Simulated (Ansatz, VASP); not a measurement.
**Two plane-wave programs on Co**

INCAR

```
SYSTEM = Co
  ALGO = Normal
  EDIFF = 1E-6
  ENCUT = 600
  GGA = CA
  GGA_COMPAT = .FALSE.
  ISIF = 2
  ISMEAR = -1
  ISPIN = 2
  LASPH = .TRUE.
  LCHARG = .FALSE.
  LMAXMIX = 4
  LORBIT = 11
  LREAL = .FALSE.
  LWAVE = .FALSE.
  MAGMOM = 2 2
  NBANDS = 28
  NELM = 200
  PREC = Accurate
  SIGMA = 0.05
```

File KPOINTS:

```
k-points
0
G
  12 12 7
  0 0 0
```

File POSCAR:

```
Co
1.0
    2.4537477140      0.0000000000      0.0000000000
   -1.2268738570      2.1250078548      0.0000000000
    0.0000000000      0.0000000000      4.0083734539
Co
2
Direct
    0.3333333333      0.6666666667      0.7401390000
    0.6666666667      0.3333333333      0.2598610000
```

Contents of input.yaml:

```yaml
crystal:
  lattice:
    - [2.453747714, 0.0, 0.0]
    - [-1.226873857, 2.1250078548, 0.0]
    - [0.0, 0.0, 4.0083734539]
  atoms:
    - { symbol: Co, position: [0.3333333333, 0.6666666667, 0.740139], spin: 2.0 }
    - { symbol: Co, position: [0.6666666667, 0.3333333333, 0.259861], spin: 2.0 }
hamiltonian:
  xc: lda
  pseudopotentials: { kind: paw }
magnetization:
  spin_polarized: true
kpoints:
  mp_grid: { grid: [12, 12, 7] }
scf:
  occupations: { method: fermi_dirac, width: 0.05 }
output:
  forces: true
  stress: true
  eigenvalues: true
  write_density: true
  write_potential: true
  elf: true
  volumetric_format: npy
```

Alike in both runs: task single point; functional LDA; k mesh 12 × 12 × 7; occupations fermi-dirac, width 0.05 eV; collinear spin.

|  | VASP | Ansatz |
| --- | --- | --- |
| version | VASP 6.6.1 | Ansatz 0.2.0 |
| potentials or method | VASP PAW LDA potentials, release 64 (Co_sv) | Ansatz PAW |
| plane-wave cutoff (eV) | 600 | 420 |
| valence electrons in the cell | 34 | 34 |

VASP gave:

* gap on the k mesh at the Fermi level (eV): none
* pressure (GPa): -13.7
* traceless stress, the component that is largest in VASP (GPa): -1.82
* rms of the force components (eV/Å): 0.327
* net moment per atom (μB): 1.51
* size of the moment on the site where the two differ most (μB): 1.54

What did Ansatz give for the same quantities?

gap on the k mesh at the Fermi level (eV): none; pressure (GPa): -9.9; traceless stress, the component that is largest in VASP (GPa): -1.90; rms of the force components (eV/Å): 0.319; net moment per atom (μB): 1.53; size of the moment on the site where the two differ most (μB): 1.58.

LDA's correlation is that of Perdew and Zunger in VASP and of Perdew and Wang (1992) in Ansatz. Site moments also hang on the region over which each program counts them. Atom by atom the forces differ by 0.008 eV/Å (rms over components). A gap of «none» marks a metal or a gap that the smearing closes.
